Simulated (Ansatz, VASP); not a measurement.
Sr3Zn in VASP and in Ansatz

```
CELL_PARAMETERS angstrom
5.55205 0.00000 0.00000
0.00000 5.55205 0.00000
0.00000 0.00000 5.55205
ATOMIC_POSITIONS crystal
Sr 0.50000 0.00000 0.50000
Sr 0.50000 0.50000 0.00000
Sr 0.00000 0.50000 0.50000
Zn 0.00000 0.00000 0.00000
```

Alike in both runs: task single point; functional PBEsol; k mesh 4 × 4 × 4; no spin polarisation.

|  | VASP | Ansatz |
| --- | --- | --- |
| version | VASP 6.6.1 | Ansatz 0.2.0 |
| potentials or method | VASP PAW PBE potentials, release 64 (Sr_sv, Zn), cutoff 500 eV | plane waves, PAW |
| occupations | fermi-dirac, width 0.1 eV | fermi-dirac |
| valence electrons in the cell | 42 | 42 |

```csv
,VASP,Ansatz,Ansatz less VASP
pressure (GPa),-1.4,-1.4,-0.03
```

VASP's potentials were made for PBE, not for PBEsol.
